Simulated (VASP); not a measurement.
GaAs: single point with HSE06

The system is GaAs.

```
As Ga
1.0
     0.00000    2.82685    2.82685
     2.82685    0.00000    2.82685
     2.82685    2.82685    0.00000
As Ga
1 1
Cartesian
  4.2403 4.2403 4.2403
  0.0000 0.0000 0.0000
```

```json
{
 "Program": "VASP 6.6.1",
 "Task": "single point",
 "Functional": "HSE06",
 "Potentials or basis": "VASP PAW PBE potentials, release 64 (As, Ga_d)",
 "Cutoff": "520 eV",
 "k mesh": "6 × 6 × 6",
 "Occupations": "gaussian, width 0.02 eV",
 "Spin": "spin-orbit coupling, no magnetisation"
}
```

```yaml
Pressure: 1.0 GPa
Valence_electrons_inside_the_program's_atomic_spheres: As 2.90; Ga 11.65
```

Wall time 43 min on 4 MPI ranks on Intel(R) Xeon(R) Platinum 8488C (Sapphire Rapids), with other jobs on the host, peak memory 0.39 GiB a rank.

Caveat: the PAW data sets were made with another functional, which shifts forces and pressure a little.
